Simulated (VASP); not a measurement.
A run of VASP 6.6.1:

The input POSCAR:

```
As
1.0
    1.8737049910      1.0817840809      3.7128064413
   -1.8737049910      1.0817840809      3.7128064413
    0.0000000000     -2.1635681618      3.7128064413
As
2
Direct
    0.2242975667      0.2242975667      0.2242975667
    0.7757024333      0.7757024333      0.7757024333
```

File INCAR.step1:

```
SYSTEM = As
  PREC = Accurate
  ENCUT = 600
  ISMEAR = 0
  SIGMA = 0.05
  LREAL = .FALSE.
  LASPH = .TRUE.
  NELM = 60
  GGA = PE
  ALGO = Normal
  EDIFF = 1E-4
  LWAVE = .TRUE.
  LCHARG = .FALSE.
```

File INCAR.step2:

```
SYSTEM = As
  PREC = Accurate
  ENCUT = 600
  EDIFF = 1E-6
  ISMEAR = 0
  SIGMA = 0.05
  LREAL = .FALSE.
  LASPH = .TRUE.
  NELM = 60
  ALGO = Normal
  ISIF = 4
  LWAVE = .FALSE.
  LCHARG = .FALSE.
  METAGGA = R2SCAN
  LMIXTAU = .TRUE.
  IBRION = 2
  NSW = 60
  EDIFFG = -0.01
  ISTART = 1
```

KPOINTS

```
Automatic mesh
0
G
  14 14 14
  0 0 0
```

Potentials or basis: VASP PAW PBE potentials, release 64 (As).

Run with:

```sh
$ cat potpaw_PBE.64/As/POTCAR > POTCAR
$ cp INCAR.step1 INCAR
$ mpirun -np 1 vasp_std > vasp.out
$ cp INCAR.step2 INCAR
$ mpirun -np 1 vasp_std > vasp.out
```

Hardware: 1 thread of Oxide Virtual Turin-like Processor, with other jobs on the host.

**Question.** How long does it take, and how much memory?

**Answer.** Wall time 18 min on 1 thread of Oxide Virtual Turin-like Processor, on a shared host, peak memory 0.28 GiB. Counts: k points 288, ion steps 1.
